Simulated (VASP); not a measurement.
Input of a VASP 6.6.1 run:

Contents of POSCAR:

```
Sn
1.0
    0.0000000000      2.8352927563      4.2529391345
    2.8352927563      0.0000000000      4.2529391345
    2.8352927563      2.8352927563      0.0000000000
Sn
2
Direct
    0.5000000000      0.5000000000      0.5000000000
    0.7500000000      0.7500000000      0.7500000000
```

The input INCAR.step1:

```
SYSTEM = Sn
ALGO = Normal
EDIFF = 1E-4
ENCUT = 520
GGA = PE
ISMEAR = 0
LASPH = .True.
LCHARG = .False.
LREAL = .False.
LWAVE = .True.
NBANDS = 21
NELM = 60
PREC = Accurate
SIGMA = 0.15
```

File INCAR.step2:

```
SYSTEM = Sn
ALGO = Normal
EDIFF = 1E-6
ENCUT = 520
ISIF = 2
ISMEAR = 0
ISTART = 1
LASPH = .True.
LCHARG = .True.
LELF = .True.
LMIXTAU = .True.
LREAL = .False.
LVHAR = .True.
LWAVE = .False.
METAGGA = R2SCAN
NBANDS = 21
NELM = 60
PREC = Accurate
SIGMA = 0.15
```

File KPOINTS:

```
k-points
0
Gamma
  14 14 14
  0 0 0
```

Potentials or basis: VASP PAW PBE potentials, release 64 (Sn_d).

Command:

```bash
$ cat potpaw_PBE.64/Sn_d/POTCAR > POTCAR
$ cp INCAR.step1 INCAR
$ mpirun -np 1 vasp_std > vasp.out
$ cp INCAR.step2 INCAR
$ mpirun -np 1 vasp_std > vasp.out
```

Question: Estimate the band gap on the k mesh.

Answer: Zero (bands 14 and 15 overlap by 1.63 eV).

Question: Estimate the pressure.

Answer: 0.6 GPa.

Stress tensor (GPa, compression positive):
```
 2.69  0.00  0.00
 0.00  2.69  0.00
 0.00  0.00 -3.48
```

Caveat: the stress differs along the axes, from -3 to 3 GPa; the PAW data sets were made with another functional, which shifts forces and pressure a little; spin-orbit coupling is left out, which moves the levels of the heavy elements.
